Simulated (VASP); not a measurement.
CuO, 4 atoms in the cell. Symmetry: Cc, No. 9, monoclinic system. Conventional cell: a = 4.781 Å, b = 3.494 Å, c = 5.233 Å, α = 90.00°, β = 99.65°, γ = 90.00°. Within 2.6 Å of Cu (site symmetry 1) lie 4 O at 1.94 to 2.06 Å. O (site symmetry 1) has 4 Cu at 1.94 to 2.06 Å and 2 O at 2.68 Å within 2.7 Å. 

| Quantity | Value |
| --- | --- |
| Program | VASP 6.6.1 |
| Task | single point |
| Functional | LDA |
| Potentials or basis | VASP PAW LDA potentials, release 64 (Cu_sv_GW, O) |
| Cutoff | 820 eV |
| k mesh | 10 × 10 × 5 |
| Occupations | fermi-dirac, width 0.05 eV |
| Spin | no spin polarisation |
| Dipole correction | no |
| Further INCAR settings | ALGO = Normal; EDIFF = 1e-06; NBANDS = 33 |

Potentials or basis: VASP PAW LDA potentials, release 64 (Cu_sv_GW, O).

Launch:

```sh
$ cat potpaw_LDA.64/Cu_sv_GW/POTCAR potpaw_LDA.64/O/POTCAR > POTCAR
$ mpirun -np 1 vasp_std > vasp.out
```

Hardware: 1 thread of AMD EPYC 7R13 Processor (Zen 3) (shared host).

Estimate the wall time of this run.

Run time: 5.5 min on 1 thread of AMD EPYC 7R13 Processor (Zen 3), on a shared host, peak memory 0.42 GiB. Counts: scf iterations 14, k points 141.
